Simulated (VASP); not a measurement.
**Ag: single point with r2SCAN**

Crystal: Ag.

```xyz
1
Lattice="2.7155 0.0000 0.0000 0.0000 2.7155 0.0000 0.0000 0.0000 2.7155" Properties=species:S:1:pos:R:3 pbc="T T T"
Ag    0.0000    0.0000    0.0000
```

This isn't the form of Ag at room conditions, which is fcc.

| Property | Result |
| --- | --- |
| Program | VASP 6.6.1 |
| Task | single point |
| Functional | r2SCAN |
| Potentials or basis | VASP PAW PBE potentials, release 64 (Ag) |
| Cutoff | 520 eV |
| k mesh | 13 × 13 × 13 |
| Occupations | fermi-dirac, width 0.1 eV |
| Spin | no spin polarisation |

* Pressure: 0.2 GPa
* Band gap on the k mesh: zero (an odd number of electrons rules out a gap without spin polarisation)

Levels at points of the mesh, in eV from the Fermi level:
```csv
k point,band 4,band 5,band 6,band 7,band 8,band 9
"(0.00, 0.00, 0.00)",-3.13,-3.13,-3.13,14.67,14.67,14.67
```

Wall time 94 s on 1 thread of Intel Xeon 8259CL (shared host), peak memory 0.14 GiB.

Caveat: the PAW data sets were made with another functional, which shifts forces and pressure a little.
